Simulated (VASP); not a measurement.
Wanted: the native input for a VASP 6.6.1 run.

```
Task                   : electric field gradients
Functional             : PBE
Potentials or basis    : VASP PAW PBE potentials, release 64 (O)
Cutoff                 : 520 eV
k mesh                 : 12 × 12 × 12
Occupations            : fermi-dirac, width 0.01 eV
Spin                   : no spin polarisation
Dipole correction      : no
Further INCAR settings : ALGO = Normal; EDIFF = 1e-08; NBANDS = 13
```

The structure of O lies in POSCAR:

```
O
1.0
    0.0000000000      2.1075500000      3.3448500000
    1.4783500000      0.0000000000      3.3448500000
    1.4783500000      2.1075500000      0.0000000000
O
2
Direct
    0.0871000000      0.0871000000      0.9129000000
    0.9129000000      0.9129000000      0.0871000000
```

These files were run (other wordings do the same):

INCAR

```
PREC     = Accurate       # precision mode
ENCUT    = 520            # plane-wave cutoff, eV
EDIFF    = 1E-8           # SCF threshold, eV
ISMEAR   = -1             # smearing method
SIGMA    = 0.01           # smearing width, eV
LREAL    = False          # projectors in reciprocal space
LASPH    = True           # aspherical terms in the spheres
NELM     = 100            # most SCF steps
ALGO     = Normal         # electronic algorithm
ISIF     = 2              # what is computed and relaxed
LWAVE    = False          # write WAVECAR
LCHARG   = False          # write CHGCAR
GGA      = PE             # functional
LEFG     = True         
NBANDS   = 13             # bands
```

KPOINTS

```
regular mesh
0
Gamma
  12 12 12
```

Potentials or basis: VASP PAW PBE potentials, release 64 (O).

The run is started by

```bash
$ cat potpaw_PBE.64/O/POTCAR > POTCAR
$ mpirun -np 1 vasp_std > vasp.out
```

It gave:

The pressure is 18.2 GPa and the largest force is 5.745 eV/Å. The band gap on the k mesh is zero (bands 6 and 7 overlap by 1.76 eV) and the largest electric field gradient by atom is O +113.4 V/Å².

Caveat: the standard files for N, O and F lose accuracy on very short bonds; spin is off for a triplet molecule; the cell stands under pressure; this functional lacks dispersion, which holds the molecules together, so the pressure and a relaxed volume are unreliable; without QUAD_EFG the Cq values of the log hold for a quadrupole moment of 1 mb, not for the nuclei; forces of over 1 eV/Å act on the atoms, so gaps and moduli don't describe the material at rest.

Run time: 51 s on 1 thread of Intel(R) Xeon(R) Platinum 8488C (Sapphire Rapids), with other jobs on the host, peak memory 0.17 GiB.
